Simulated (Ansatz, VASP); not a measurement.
# One calculation of MgS, two programs

The input INCAR:

```
PREC     = Accurate       # precision mode
ENCUT    = 600            # plane-wave cutoff, eV
EDIFF    = 1E-6           # SCF threshold, eV
ISMEAR   = 0              # smearing method
SIGMA    = 0.1            # smearing width, eV
LREAL    = False          # projectors in reciprocal space
LASPH    = True           # aspherical terms in the spheres
NELM     = 120            # most SCF steps
ALGO     = Normal         # electronic algorithm
ISIF     = 2              # what is computed and relaxed
LWAVE    = False          # write WAVECAR
LCHARG   = False          # write CHGCAR
GGA      = PE             # functional
NBANDS   = 11             # bands
GGA_COMPAT= False
```

KPOINTS

```
Automatic mesh
0
Gamma
  8 8 8
```

Contents of POSCAR:

```
MgS
1.0
    0.0000000000      2.8331200468      2.8331200468
    2.8331200468      0.0000000000      2.8331200468
    2.8331200468      2.8331200468      0.0000000000
Mg S
1 1
Direct
    0.0000000000      0.0000000000      0.0000000000
    0.7500000000      0.7500000000      0.7500000000
```

Input for Ansatz:

```yaml
crystal:
  lattice:
    - [0.0, 2.8331200468, 2.8331200468]
    - [2.8331200468, 0.0, 2.8331200468]
    - [2.8331200468, 2.8331200468, 0.0]
  atoms:
    - { symbol: Mg, position: [0.0, 0.0, 0.0] }
    - { symbol: S, position: [0.75, 0.75, 0.75] }
basis:
  ecutwfc: 420
  ecutrho_ratio: 5
kpoints:
  mp_grid: { grid: [8, 8, 8] }
hamiltonian:
  xc: pbe
scf:
  occupations: { method: gaussian, width: 0.1 }
  max_iter: 64
output:
  forces: true
  stress: true
  eigenvalues: true
```

Alike in both runs: task single point; functional PBE; k mesh 8 × 8 × 8; occupations gaussian, width 0.1 eV; no spin polarisation.

|  | VASP | Ansatz |
| --- | --- | --- |
| version | VASP 6.6.1 | Ansatz 0.2.0 |
| potentials or method | VASP PAW PBE potentials, release 64 (Mg, S), cutoff 600 eV | scalar-relativistic, plane waves, PAW |
| valence electrons in the cell | 8 | 16 |

```csv
,VASP,Ansatz,Ansatz less VASP
gap on the k mesh at the Fermi level (eV),3.45,3.45,+0.008
least direct gap on the mesh (eV),3.45,3.45,+0.008
pressure (GPa),0.8,0.9,+0.13
```

VASP's potentials hold 8 valence electrons a cell and Ansatz's 16, so a difference there can come from the potentials and not from the codes.
